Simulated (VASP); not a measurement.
# CO2 (Cmce) in VASP: further runs

Runs on CO2. Level: PBE+D3(BJ). Tasks: single point, relaxation of cell and atoms.

Program: VASP 6.6.1. These are calculated values, not measurements. Logs are shortened: lines on timing, memory, paths and dates and some standing lists are left out, and cuts for length are marked.

## 1. The cell of the first run

Symmetry: Cmce, No. 64, orthorhombic system. The conventional cell has a = 5.591 Å, b = 5.027 Å, c = 6.743 Å, α = 90.00°, β = 90.00°, γ = 90.00°. Within 1.6 Å of C (site symmetry 2/m) lie 2 O at 1.17 Å. Within 1.6 Å of O (site symmetry m) lie 1 C at 1.17 Å.

## 2. Single point, PBE+D3(BJ)

Contents of INCAR:

```
SYSTEM = CO2
  PREC = Accurate
  ENCUT = 520
  EDIFF = 1E-6
  ISMEAR = 0
  SIGMA = 0.02
  LREAL = .False.
  LASPH = .True.
  NELM = 60
  ALGO = Normal
  ISIF = 2
  LWAVE = .False.
  LCHARG = .False.
  GGA = PE
  IVDW = 12
  NBANDS = 25
```

Contents of KPOINTS:

```
Automatic mesh
0
Gamma
  6 6 4
  0 0 0
```

Contents of POSCAR:

```
CO2
1.0
    2.7955696563     -2.5133410556      0.0000000000
    2.7955696563      2.5133410556      0.0000000000
    0.0000000000      0.0000000000      6.7430438916
C O
2 4
Direct
    0.0000000000      0.0000000000      0.0000000000
    0.5000000000      0.5000000000      0.5000000000
    0.8132776264      0.1867223736      0.8966186728
    0.1867223736      0.8132776264      0.1033813272
    0.6867223736      0.3132776264      0.3966186728
    0.3132776264      0.6867223736      0.6033813272
```

Potentials or basis: VASP PAW PBE potentials, release 64 (C, O).

Command:

```
cat potpaw_PBE.64/C/POTCAR potpaw_PBE.64/O/POTCAR > POTCAR
mpirun -np 1 vasp_std > vasp.out
```

OUTCAR:

```text
SYSTEM = CO2
   PREC = Accurate
   ENCUT = 520
   EDIFF = 1E-6
   ISMEAR = 0
   LREAL = .False.
   LASPH = .True.
   NELM = 60
   ISIF = 2
   GGA = PE
   IVDW = 12
 IVDW          = 12

 ion  position               nearest neighbor table
   1  0.000  0.000  0.000-   3 1.17   4 1.17
   2  0.500  0.500  0.500-   5 1.17   6 1.17
   3  0.813  0.187  0.897-   1 1.17
   4  0.187  0.813  0.103-   1 1.17
   5  0.687  0.313  0.397-   2 1.17
   6  0.313  0.687  0.603-   2 1.17

  LATTYP: Found a base centered orthorhombic cell.
 ALAT       =     5.0266821112
 B/A-ratio  =     1.1122922017
 C/A-ratio  =     1.3414502335

  Lattice vectors:

 A1 = (  -2.7955696563,  -2.5133410556,   0.0000000000)
 A2 = (   2.7955696563,  -2.5133410556,   0.0000000000)
 A3 = (   0.0000000000,   0.0000000000,   6.7430438916)

Analysis of symmetry for initial positions (statically):
=====================================================================
 Subroutine PRICEL returns:
 Original cell was already a primitive cell.

 Routine SETGRP: Setting up the symmetry group for a
 base centered orthorhombic supercell.

 Subroutine GETGRP returns: Found  8 space group operations
 (whereof  4 operations were pure point group operations)
 out of a pool of  8 trial point group operations.

The static configuration has the point symmetry C_2h.
 The point group associated with its full space group is D_2h.

Analysis of symmetry for dynamics (positions and initial velocities):
=====================================================================
 Subroutine PRICEL returns:
 Original cell was already a primitive cell.

 Routine SETGRP: Setting up the symmetry group for a
 base centered orthorhombic supercell.

 Subroutine GETGRP returns: Found  8 space group operations
 (whereof  4 operations were pure point group operations)
 out of a pool of  8 trial point group operations.

The dynamic configuration has the point symmetry C_2h.
 The point group associated with its full space group is D_2h.

 Subroutine INISYM returns: Found  8 space group operations
 (whereof  4 operations are pure point group operations),
 and found     1 'primitive' translations

----------------------------------------------------------------------------------------

[... 99 lines left out ...]
   NELM   =     60;   NELMIN=  2; NELMDL= -5     # of ELM steps
   EDIFF  = 0.1E-05   stopping-criterion for ELM
   LREAL  =      F    real-space projection
   EDIFFG = 0.1E-04   stopping-criterion for IOM
   NSW    =      0    number of steps for IOM
   IBRION =     -1    ionic relax: 0-MD 1-quasi-New 2-CG
   NFREE  =      0    steps in history (QN), initial steepest desc. (CG)
   ISIF   =      2    stress and relaxation
   ISYM   =      2    0-nonsym 1-usesym 2-fastsym
   POTIM  = 0.5000    time-step for ionic-motion
   TEBEG  =    0.0;   TEEND  =   0.0 temperature during run
   PSTRESS=    0.0 pullay stress
   NELECT =      32.0000    total number of electrons
   NUPDOWN=      -1.0000    fix difference up-down
   EMIN   =  10.00;   EMAX   =-10.00  energy-range for DOS
   EFERMI =   0.00;   METHOD = LEGACY
   ISMEAR =     0;   SIGMA  =   0.02  broadening in eV -4-tet -1-fermi 0-gaus
   EFERMI_NEDOS =   21; number of points for ismear=-14 and -15
   IALGO  =     38    algorithm
   IMIX   =      4    mixing-type and parameters
     AMIX     =   0.40;   BMIX     =  1.00
     AMIX_MAG =   1.60;   BMIX_MAG =  1.00
  volume/ion in A,a.u.               =      15.79       106.57
  Fermi-wavevector in a.u.,A,eV,Ry     =   1.140046  2.154374 17.683548  1.299704
  Thomas-Fermi vector in A             =   2.276748
   LORBIT       =      0    0 simple, 1 ext, 2 COOP (PROOUT), +10 PAW based schemes
   GGA     = PE    functional components
   LHFCALC =     F    Hartree Fock is set to
   AEXX    =    0.0000 exact exchange contribution
   IVDW    =    12    specifies the selected vdW correction
   LEPSILON=     F    determine dielectric tensor
   LRPA    =     F    only Hartree local field effects (RPA)
 non-spin polarized calculation
 Gauss-broadening in eV      SIGMA  =   0.02
  energy-cutoff  :      520.00
  volume of cell :       94.76
 maximum number of plane-waves:      2578
   NGX = 13   NGY = 13   NGZ = 25

 number of electron      32.0000038 magnetization

 Free energy of the ion-electron system (eV)
  ---------------------------------------------------
  ext. energy  EPLUGINS =         0.00000000
  ---------------------------------------------------
  free energy    TOTEN  =       -46.06624302 eV

  energy without entropy =      -46.06624302  energy(sigma->0) =      -46.06624302

 E-fermi :  -3.7739     XC(G=0):  -7.5588

 val. band max:       -3.8783452655   @ k =   0.5000   0.5000   0.0000
 cond. band min:       2.6352445066   @ k =   0.0000   0.0000   0.0000
 fundamental gap:      6.5135897720
 Fermi energy:        -3.7738837188

 k-point     1 :       0.0000    0.0000    0.0000
  band No.  band energies     occupation
      1     -24.5424      2.00000
      2     -24.4332      2.00000
      3     -23.4127      2.00000
      4     -23.3693      2.00000
      5      -9.0241      2.00000
      6      -9.0015      2.00000
[... 661 lines left out ...]
     24       9.1039      0.00000
     25       9.5384      0.00000

 [... further k-points ...]

------------------------ aborting loop because EDIFF is reached ----------------------------------------

 Edisp (eV)   -0.38609

 E8    (eV) :    -0.0979

  FORCE on cell =-STRESS in cart. coord.  units (eV):
  Direction    XX          YY          ZZ          XY          YZ          ZX
  --------------------------------------------------------------------------------------
  -------------------------------------------------------------------------------------
  Total      -0.11270     1.74210     0.85734     0.00000     0.00000     0.00000
  in kB      -1.90554    29.45615    14.49619     0.00000     0.00000     0.00000
  external pressure =       14.02 kB  Pullay stress =        0.00 kB

 VOLUME and BASIS-vectors are now :
 -----------------------------------------------------------------------------
  energy-cutoff  :      520.00
  volume of cell :       94.76
      direct lattice vectors                 reciprocal lattice vectors
     2.795569656 -2.513341056  0.000000000     0.178854424 -0.198938381  0.000000000
     2.795569656  2.513341056  0.000000000     0.178854424  0.198938381  0.000000000
     0.000000000  0.000000000  6.743043892     0.000000000  0.000000000  0.148300977

 POSITION                                       TOTAL-FORCE (eV/Angst)
 -----------------------------------------------------------------------------------
      0.00000      0.00000      0.00000         0.000000     -0.000000      0.000000
      2.79557      0.00000      3.37152         0.000000      0.000000      0.000000
      2.79557     -1.57475      6.04594         0.000000      0.508214     -0.377285
      2.79557      1.57475      0.69710         0.000000     -0.508214      0.377285
      2.79557     -0.93859      2.67442         0.000000     -0.508214     -0.377285
      2.79557      0.93859      4.06863         0.000000      0.508214      0.377285
 -----------------------------------------------------------------------------------
    total drift:                                0.000000     -0.000000      0.000000

  FREE ENERGIE OF THE ION-ELECTRON SYSTEM (eV)
  ---------------------------------------------------
  free  energy   TOTEN  =       -46.4523289849 eV

  energy  without entropy=      -46.4523289849  energy(sigma->0) =      -46.45232898
```

OSZICAR:

```text
N       E                     dE             d eps       ncg     rms          rms(c)
DAV:   1     0.178500653031E+03    0.17850E+03   -0.16609E+04  1950   0.116E+03
DAV:   2    -0.369808779967E+02   -0.21548E+03   -0.20438E+03  2681   0.272E+02
DAV:   3    -0.491991010793E+02   -0.12218E+02   -0.12136E+02  2290   0.667E+01
DAV:   4    -0.493110815671E+02   -0.11198E+00   -0.11189E+00  2453   0.735E+00
DAV:   5    -0.493124806468E+02   -0.13991E-02   -0.13988E-02  2375   0.803E-01    0.135E+01
DAV:   6    -0.463277695797E+02    0.29847E+01   -0.77318E+00  2254   0.198E+01    0.621E+00
DAV:   7    -0.461263533626E+02    0.20142E+00   -0.41419E-01  2422   0.463E+00    0.344E+00
DAV:   8    -0.460721447510E+02    0.54209E-01   -0.29581E-01  2461   0.332E+00    0.755E-01
DAV:   9    -0.460660635648E+02    0.60812E-02   -0.18258E-02  2296   0.952E-01    0.316E-01
DAV:  10    -0.460660681719E+02   -0.46071E-05   -0.57141E-03  2492   0.476E-01    0.523E-02
DAV:  11    -0.460662136508E+02   -0.14548E-03   -0.12584E-04  2202   0.811E-02    0.212E-02
DAV:  12    -0.460662431645E+02   -0.29514E-04   -0.21466E-05  2507   0.341E-02    0.598E-03
DAV:  13    -0.460662430194E+02    0.14508E-06   -0.13439E-06  1666   0.867E-03
   1 F= -.46452329E+02 E0= -.46452329E+02  d E =-.111252E-15
```

Wall time 26 s (1 thread of Intel Xeon 6975P-C (Granite Rapids), shared host); peak memory 0.23 GiB.

What came out:

| Property | Result |
| --- | --- |
| Free energy | -46.4523 eV |
| Pressure | 1.4 GPa |
| Largest force | 0.633 eV/Å |
| Band gap on the k mesh | 6.51 eV, indirect (least direct gap 6.91 eV) |
| Dispersion energy per atom | -0.064 eV |

Forces in eV/Å, atoms in the order of the input:
```
C    0.000  0.000  0.000
C    0.000  0.000  0.000
O    0.000  0.508 -0.377
O    0.000 -0.508  0.377
O    0.000 -0.508 -0.377
O    0.000  0.508  0.377
```

Levels at points of the mesh, in eV from the valence-band top:
| k point | band 13 | band 14 | band 15 | band 16 | band 17 | band 18 | band 19 | band 20 |
| --- | --- | --- | --- | --- | --- | --- | --- | --- |
| (0.00, 0.00, 0.00) | -0.76 | -0.70 | -0.49 | -0.39 | 6.51 | 7.40 | 7.89 | 7.96 |
| (0.50, 0.00, 0.00) | -0.54 | -0.54 | -0.22 | -0.22 | 7.77 | 7.77 | 8.51 | 8.51 |
| (0.50, 0.50, 0.00) | -0.74 | -0.43 | -0.22 | 0.00 | 7.92 | 8.76 | 8.80 | 8.88 |
| (0.00, 0.00, 0.50) | -0.63 | -0.63 | -0.54 | -0.54 | 7.56 | 7.56 | 7.67 | 7.67 |
| (0.50, 0.00, 0.50) | -0.59 | -0.59 | -0.19 | -0.19 | 7.83 | 7.83 | 8.56 | 8.56 |
| (0.50, 0.50, 0.50) | -0.49 | -0.49 | -0.21 | -0.21 | 8.37 | 8.37 | 8.78 | 8.78 |

A k mesh can miss the band edges. As with any semilocal functional, this PBE gap is likely too small.

## 3. Relaxation of cell and atoms, PBE+D3(BJ)

Contents of INCAR:

```
PREC     = Accurate       # precision mode
ENCUT    = 600            # plane-wave cutoff, eV
EDIFF    = 1E-6           # SCF threshold, eV
ISMEAR   = 0              # smearing method
SIGMA    = 0.02           # smearing width, eV
LREAL    = False          # projectors in reciprocal space
LASPH    = True           # aspherical terms in the spheres
NELM     = 80             # most SCF steps
ALGO     = Normal         # electronic algorithm
ISIF     = 3              # what is computed and relaxed
LWAVE    = False          # write WAVECAR
LCHARG   = False          # write CHGCAR
GGA      = PE             # functional
IVDW     = 12             # dispersion correction
IBRION   = 2              # ionic algorithm
NSW      = 100            # ionic steps
EDIFFG   = -0.005         # ionic threshold
```

Contents of KPOINTS:

```
regular mesh
0
Gamma
  6 6 4
```

POSCAR is that of step 2.

Potentials or basis: VASP PAW PBE potentials, release 64 (C, O).

Command:

```
cat potpaw_PBE.64/C/POTCAR potpaw_PBE.64/O/POTCAR > POTCAR
mpirun -np 1 vasp_std > vasp.out
```

Wall time 3.1 min (1 thread of Intel Xeon 6975P-C (Granite Rapids), shared host); peak memory 0.26 GiB.

The run converged. Its results:

```
Free energy                            : -46.4861 eV
Relaxed volume                         : 14.86 Å³/atom
Relaxed cell                           : a = 3.689 Å, b = 3.689 Å, c = 6.584 Å, α = 90.00°, β = 90.00°, γ = 84.26°
Space group after relaxing (to 0.05 Å) : Cmce (No. 64)
Energy gained by relaxing              : 2.4 meV/atom
Ionic steps                            : 12
Pressure after relaxing                : 0.0 GPa
Largest force after relaxing           : 0.003 eV/Å
Band gap on the k mesh                 : 6.49 eV, indirect (least direct gap 6.93 eV)
Dispersion energy per atom             : -0.069 eV
```

Forces in eV/Å, atoms in the order of the input:
```
C    0.000  0.000  0.000
C    0.000  0.000  0.000
O    0.000  0.003 -0.001
O    0.000 -0.003  0.001
O    0.000 -0.003 -0.001
O    0.000  0.003  0.001
```

Stress tensor (GPa, compression positive):
```
 0.05  0.00  0.00
 0.00 -0.05  0.00
 0.00  0.00 -0.01
```

The path:
```csv
step,energy change (eV),largest force (eV/Å),pressure (GPa),volume (Å³)
1,0.0000,0.6063,1.18,94.76
2,0.2387,3.2406,-9.01,96.36
3,-0.0064,0.0016,-0.39,94.97
4,-0.0064,0.0250,-0.32,94.96
5,-0.0064,0.0357,-0.30,94.96
6,-0.0072,0.0357,-0.28,94.62
7,-0.0094,0.0362,-0.23,93.60
8,-0.0127,0.0411,-0.09,91.58
9,-0.0136,0.0672,0.32,87.63
10,-0.0143,0.0603,0.16,89.16
11,-0.0018,0.7892,-2.17,88.86
12,-0.0144,0.0032,0.00,89.14
```

Final structure:
```
C O
1.0
     2.73586   -2.47445    0.00000
     2.73586    2.47445    0.00000
     0.00000    0.00000    6.58401
C O
2 4
Direct
  0.00000 0.00000 0.00000
  0.50000 0.50000 0.50000
  0.80889 0.19111 0.89426
  0.19111 0.80889 0.10574
  0.69111 0.30889 0.39426
  0.30889 0.69111 0.60574
```

Levels at points of the mesh, in eV from the valence-band top:
```csv
k point,band 13,band 14,band 15,band 16,band 17,band 18,band 19,band 20
"(0.00, 0.00, 0.00)",-0.88,-0.83,-0.55,-0.45,6.49,7.16,7.69,7.79
"(0.50, 0.00, 0.00)",-0.62,-0.62,-0.26,-0.26,7.57,7.57,8.40,8.40
"(0.50, 0.50, 0.00)",-0.87,-0.52,-0.25,0.00,7.75,8.67,8.71,8.81
"(0.00, 0.00, 0.50)",-0.72,-0.72,-0.63,-0.63,7.46,7.46,7.59,7.59
"(0.50, 0.00, 0.50)",-0.68,-0.68,-0.23,-0.23,7.64,7.64,8.45,8.45
"(0.50, 0.50, 0.50)",-0.58,-0.58,-0.24,-0.24,8.25,8.25,8.68,8.68
```

A k mesh can miss the band edges. PBE gaps usually lie below the measured ones, often by a third to a half.
